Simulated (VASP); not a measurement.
# NbP (I4_1md) in VASP: single point with LDA

Aim: the single point of NbP with LDA.

All numbers are computed with VASP 6.6.1; they aren't measurements. Logs are shortened: lines on timing, memory, paths and dates and some standing lists are left out, and cuts for length are marked.

## 1. The cell of the first run

The structure is tetragonal, space group I4_1md (No. 109). The conventional cell has a = 3.304 Å, b = 3.304 Å, c = 11.229 Å, α = 90.00°, β = 90.00°, γ = 90.00°. Within 3.4 Å of Nb (site symmetry 2mm) lie 6 P at 2.51 Å and 8 Nb at 3.26 to 3.30 Å. Within 3.4 Å of P (site symmetry 2mm) lie 6 Nb at 2.51 Å and 8 P at 3.26 to 3.30 Å.

## 2. Single point, LDA

The input, INCAR:

```
SYSTEM = NbP
PREC = Accurate
ENCUT = 520
EDIFF = 1E-6
ISMEAR = 0
SIGMA = 0.1
LREAL = .FALSE.
LASPH = .TRUE.
NELM = 60
ALGO = Normal
ISIF = 2
LWAVE = .FALSE.
LCHARG = .FALSE.
NBANDS = 26
```

The input, KPOINTS:

```
regular mesh
0
G
  18 18 18
  0 0 0
```

The input, POSCAR:

```
NbP
1.0
   -1.6518067150      1.6518067150      5.6146850729
    1.6518067150     -1.6518067150      5.6146850729
    1.6518067150      1.6518067150     -5.6146850729
Nb P
2 2
Direct
    0.7502032126      0.7502032126      0.0000000000
    0.5002032126      1.0002032126      0.5000000000
    0.3324253624      0.3324253624      0.0000000000
    0.0824253624      0.5824253624      0.5000000000
```

Potentials or basis: VASP PAW LDA potentials, release 64 (Nb_sv, P).

Launch:

```console
$ cat potpaw_LDA.64/Nb_sv/POTCAR potpaw_LDA.64/P/POTCAR > POTCAR
$ mpirun -np 1 vasp_std > vasp.out
```

OUTCAR:

```text
SYSTEM = NbP
   PREC = Accurate
   ENCUT = 520
   EDIFF = 1E-6
   ISMEAR = 0
   LREAL = .FALSE.
   LASPH = .TRUE.
   NELM = 60
   ISIF = 2

 ion  position               nearest neighbor table
   1  0.750  0.750  0.000-   4 2.51   4 2.51   3 2.51   3 2.51   3 2.51   3 2.51
   2  0.500  0.000  0.500-   3 2.51   3 2.51   4 2.51   4 2.51   4 2.51   4 2.51
   3  0.332  0.332  0.000-   2 2.51   2 2.51   1 2.51   1 2.51   1 2.51   1 2.51
   4  0.082  0.582  0.500-   1 2.51   1 2.51   2 2.51   2 2.51   2 2.51   2 2.51

  LATTYP: Found a body centered tetragonal cell.
 ALAT       =     3.3036134300
 C/A-ratio  =     3.3991174766

  Lattice vectors:

 A1 = (  -1.6518067150,   1.6518067150,   5.6146850729)
 A2 = (   1.6518067150,  -1.6518067150,   5.6146850729)
 A3 = (   1.6518067150,   1.6518067150,  -5.6146850729)

Analysis of symmetry for initial positions (statically):
=====================================================================
 Subroutine PRICEL returns:
 Original cell was already a primitive cell.

 Routine SETGRP: Setting up the symmetry group for a
 body centered tetragonal supercell.

 Subroutine GETGRP returns: Found  8 space group operations
 (whereof  4 operations were pure point group operations)
 out of a pool of 16 trial point group operations.

The static configuration has the point symmetry C_2v.
 The point group associated with its full space group is C_4v.

Analysis of symmetry for dynamics (positions and initial velocities):
=====================================================================
 Subroutine PRICEL returns:
 Original cell was already a primitive cell.

 Routine SETGRP: Setting up the symmetry group for a
 body centered tetragonal supercell.

 Subroutine GETGRP returns: Found  8 space group operations
 (whereof  4 operations were pure point group operations)
 out of a pool of 16 trial point group operations.

The dynamic configuration has the point symmetry C_2v.
 The point group associated with its full space group is C_4v.

 Subroutine INISYM returns: Found  8 space group operations
 (whereof  4 operations are pure point group operations),
 and found     1 'primitive' translations

----------------------------------------------------------------------------------------

                                     Primitive cell

  volume of cell :      61.2779

  direct lattice vectors                    reciprocal lattice vectors
    -1.651806715  1.651806715  5.614685073     0.000000000  0.302698854  0.089052190
     1.651806715 -1.651806715  5.614685073     0.302698854  0.000000000  0.089052190
     1.651806715  1.651806715 -5.614685073     0.302698854  0.302698854  0.000000000

  length of vectors
     6.081251460  6.081251460  6.081251460     0.315526368  0.315526368  0.428080825

  position of ions in fractional coordinates (direct lattice)
     0.750203213  0.750203213  0.000000000
     0.500203213  0.000203213  0.500000000
     0.332425362  0.332425362  0.000000000
     0.082425362  0.582425362  0.500000000

  ion indices of the primitive-cell ions
   primitive index   ion index
                 1           1
                 2           2
                 3           3
                 4           4

----------------------------------------------------------------------------------------

 KPOINTS: regular mesh

Automatic generation of k-mesh.
 Grid dimensions read from file:
 generate k-points for:   18   18   18

 Generating k-lattice:

  Cartesian coordinates                     Fractional coordinates (reciprocal lattice)
     0.000000000  0.016816603  0.004947344     0.055555556  0.000000000  0.000000000
     0.016816603  0.000000000  0.004947344     0.000000000  0.055555556  0.000000000
     0.016816603  0.016816603  0.000000000     0.000000000  0.000000000  0.055555556

  Length of vectors
     0.017529243  0.017529243  0.023782268

  Shift w.r.t. Gamma in fractional coordinates (k-lattice)
     0.000000000  0.000000000  0.000000000

 Subroutine IBZKPT returns following result:
 ===========================================

 Found    480 irreducible k-points:

 Following reciprocal coordinates:
            Coordinates               Weight
  0.000000  0.000000  0.000000      1.000000
  0.055556 -0.000000  0.000000      8.000000
  0.111111 -0.000000  0.000000      8.000000
  0.166667  0.000000  0.000000      8.000000
  0.222222 -0.000000  0.000000      8.000000
  0.277778  0.000000  0.000000      8.000000
[... 16 lines left out ...]
 -0.277778  0.055556  0.000000     16.000000
 -0.222222  0.055556 -0.000000     16.000000
 [... further k-points ...]
   k-points           NKPTS =    480   k-points in BZ     NKDIM =    480   number of bands    NBANDS=     26
   number of dos      NEDOS =    301   number of ions     NIONS =      4
   total plane-waves  NPLWV = 110592
   dimension x,y,z NGX =    48 NGY =   48 NGZ =   48
   dimension x,y,z NGXF=    96 NGYF=   96 NGZF=   96
   ions per type =               2   2
   NGX,Y,Z   is equivalent  to a cutoff of  13.12, 13.12, 13.12 a.u.
   NGXF,Y,Z  is equivalent  to a cutoff of  26.24, 26.24, 26.24 a.u.
 SYSTEM =  NbP
   PREC   = accura    normal or accurate (medium, high low for compatibility)
   ISTART =      0    job   : 0-new  1-cont  2-samecut
   ICHARG =      2    charge: 1-file 2-atom 10-const
   ISPIN  =      1    spin polarized calculation?
   LNONCOLLINEAR =      F non collinear calculations
   LSORBIT =      F    spin-orbit coupling
   LASPH  =      T    aspherical Exc in radial PAW
   ENCUT  =  520.0 eV  38.22 Ry    6.18 a.u.  11.31 11.31 11.31*2*pi/ulx,y,z
   NELM   =     60;   NELMIN=  2; NELMDL= -5     # of ELM steps
   EDIFF  = 0.1E-05   stopping-criterion for ELM
   LREAL  =      F    real-space projection
   EDIFFG = 0.1E-04   stopping-criterion for IOM
   NSW    =      0    number of steps for IOM
   IBRION =     -1    ionic relax: 0-MD 1-quasi-New 2-CG
   NFREE  =      0    steps in history (QN), initial steepest desc. (CG)
   ISIF   =      2    stress and relaxation
   ISYM   =      2    0-nonsym 1-usesym 2-fastsym
   POTIM  = 0.5000    time-step for ionic-motion
   TEBEG  =    0.0;   TEEND  =   0.0 temperature during run
   PSTRESS=    0.0 pullay stress
   NELECT =      36.0000    total number of electrons
   NUPDOWN=      -1.0000    fix difference up-down
   EMIN   =  10.00;   EMAX   =-10.00  energy-range for DOS
   EFERMI =   0.00;   METHOD = LEGACY
   ISMEAR =     0;   SIGMA  =   0.10  broadening in eV -4-tet -1-fermi 0-gaus
   EFERMI_NEDOS =   21; number of points for ismear=-14 and -15
   IALGO  =     38    algorithm
   IMIX   =      4    mixing-type and parameters
     AMIX     =   0.40;   BMIX     =  1.00
     AMIX_MAG =   1.60;   BMIX_MAG =  1.00
  volume/ion in A,a.u.               =      15.32       103.38
  Fermi-wavevector in a.u.,A,eV,Ry     =   1.371117  2.591035 25.578418  1.879961
  Thomas-Fermi vector in A             =   2.496842
   LORBIT       =      0    0 simple, 1 ext, 2 COOP (PROOUT), +10 PAW based schemes
   GGA     = CA    functional components
   LHFCALC =     F    Hartree Fock is set to
   AEXX    =    0.0000 exact exchange contribution
   IVDW    =     0    specifies the selected vdW correction
   LEPSILON=     F    determine dielectric tensor
   LRPA    =     F    only Hartree local field effects (RPA)
 non-spin polarized calculation
 Gauss-broadening in eV      SIGMA  =   0.10
  energy-cutoff  :      520.00
  volume of cell :       61.28
 maximum number of plane-waves:      1673
 NGX is ok and might be reduce to    48
   NGX = 23   NGY = 23   NGZ = 23

 number of electron      36.0000001 magnetization

 Free energy of the ion-electron system (eV)
  ---------------------------------------------------
  ext. energy  EPLUGINS =         0.00000000
  ---------------------------------------------------
  free energy    TOTEN  =       -39.03834182 eV

  energy without entropy =      -39.03619776  energy(sigma->0) =      -39.03726979

 E-fermi :  11.0877     XC(G=0): -12.3941

 val. band max:       11.0773507108   @ k =  -0.0556  -0.4444   0.0556
 cond. band min:      11.0912740368   @ k =  -0.0556   0.5000   0.0556
 fundamental gap:      0.0139233260
 Fermi energy:        11.0876638811

 k-point     1 :       0.0000    0.0000    0.0000
  band No.  band energies     occupation
      1     -43.3882      2.00000
      2     -43.3381      2.00000
      3     -19.8995      2.00000
      4     -19.6404      2.00000
      5     -19.6404      2.00000
      6     -19.4779      2.00000
[... 18 lines left out ...]
     25      15.3757      0.00000
     26      15.3757      0.00000

 k-point     2 :       0.0556   -0.0000    0.0000
  band No.  band energies     occupation
      1     -43.3872      2.00000
      2     -43.3377      2.00000
      3     -19.8959      2.00000
      4     -19.6506      2.00000
      5     -19.6396      2.00000
      6     -19.4882      2.00000
[... 18 lines left out ...]
     25      15.3573      0.00000
     26      15.5441      0.00000

 k-point     3 :       0.1111   -0.0000    0.0000
  band No.  band energies     occupation
      1     -43.3845      2.00000
      2     -43.3367      2.00000
      3     -19.8859      2.00000
      4     -19.6795      2.00000
      5     -19.6373      2.00000
      6     -19.5164      2.00000
[... 18 lines left out ...]
     25      15.5029      0.00000
     26      15.9752      0.00000

 k-point     4 :       0.1667    0.0000    0.0000
  band No.  band energies     occupation
      1     -43.3802      2.00000
      2     -43.3352      2.00000
      3     -19.8720      2.00000
      4     -19.7217      2.00000
      5     -19.6338      2.00000
      6     -19.5572      2.00000
[... 18 lines left out ...]
     25      15.8086      0.00000
     26      16.5321      0.00000

 k-point     5 :       0.2222   -0.0000    0.0000
  band No.  band energies     occupation
      1     -43.3748      2.00000
      2     -43.3335      2.00000
      3     -19.8619      2.00000
      4     -19.7656      2.00000
      5     -19.6295      2.00000
      6     -19.6045      2.00000
[... 18 lines left out ...]
     25      16.0882      0.00000
     26      17.0878      0.00000

 k-point     6 :       0.2778    0.0000    0.0000
  band No.  band energies     occupation
      1     -43.3689      2.00000
      2     -43.3318      2.00000
      3     -19.8775      2.00000
      4     -19.7867      2.00000
      5     -19.6504      2.00000
      6     -19.6249      2.00000
[... 427 lines left out ...]
 k-point    21 :      -0.3889    0.0556    0.0000
  band No.  band energies     occupation
      1     -43.3578      2.00000
      2     -43.3287      2.00000
      3     -19.9566      2.00000
      4     -19.7919      2.00000
      5     -19.6969      2.00000
      6     -19.6261      2.00000
[... 18 lines left out ...]
     25      15.8774      0.00000
     26      17.8620      0.00000

 k-point    22 :      -0.3333    0.0556   -0.0000
  band No.  band energies     occupation
      1     -43.3629      2.00000
      2     -43.3294      2.00000
      3     -19.9172      2.00000
      4     -19.7860      2.00000
      5     -19.6864      2.00000
      6     -19.6296      2.00000
[... 18 lines left out ...]
     25      16.1208      0.00000
     26      17.7686      0.00000

 k-point    23 :      -0.2778    0.0556    0.0000
  band No.  band energies     occupation
      1     -43.3687      2.00000
      2     -43.3307      2.00000
      3     -19.8775      2.00000
      4     -19.7867      2.00000
      5     -19.6516      2.00000
      6     -19.6339      2.00000
[... 18 lines left out ...]
     25      16.2769      0.00000
     26      17.4454      0.00000

 k-point    24 :      -0.2222    0.0556   -0.0000
  band No.  band energies     occupation
      1     -43.3745      2.00000
      2     -43.3325      2.00000
      3     -19.8635      2.00000
      4     -19.7643      2.00000
      5     -19.6388      2.00000
      6     -19.6046      2.00000
[... 18 lines left out ...]
     25      16.1774      0.00000
     26      16.9769      0.00000

 [... further k-points ...]
[... 5 lines left out ...]
  --------------------------------------------------------------------------------------
  -------------------------------------------------------------------------------------
  Total       -0.0585821     -0.0585821     -0.0631707      0.0000000      0.0000000      0.0000000
  in kB       -1.5316936     -1.5316936     -1.6516666      0.0000000      0.0000000      0.0000000
  external PRESSURE =      -1.5716846 kB  Pullay stress =       0.0000000 kB

 VOLUME and BASIS-vectors are now :
 -----------------------------------------------------------------------------
  energy-cutoff  :      520.00
  volume of cell :       61.28
      direct lattice vectors                 reciprocal lattice vectors
    -1.651806715  1.651806715  5.614685073     0.000000000  0.302698854  0.089052190
     1.651806715 -1.651806715  5.614685073     0.302698854  0.000000000  0.089052190
     1.651806715  1.651806715 -5.614685073     0.302698854  0.302698854  0.000000000

 POSITION                                       TOTAL-FORCE (eV/Angst)
 -----------------------------------------------------------------------------------
      0.00000      0.00000      8.42431        -0.000000     -0.000000      0.000136
      0.00000      1.65181      0.00228        -0.000000     -0.000000      0.000136
      0.00000      0.00000      3.73293        -0.000000      0.000000     -0.000136
      1.65181      0.00000      0.92558         0.000000     -0.000000     -0.000136
 -----------------------------------------------------------------------------------
    total drift:                                0.000000      0.000000     -0.000068

  FREE ENERGIE OF THE ION-ELECTRON SYSTEM (eV)
  ---------------------------------------------------
  free  energy   TOTEN  =       -39.0383418233 eV

  energy  without entropy=      -39.0361977611  energy(sigma->0) =      -39.03726979
```

Wall time 19 min (1 thread of Intel Xeon Platinum 8488C (Sapphire Rapids), shared host); peak memory 0.73 GiB.

Results:

* Free energy: -39.0383 eV
* Pressure: -0.2 GPa
* Band gap on the k mesh: zero (bands 18 and 19 overlap by 0.08 eV)
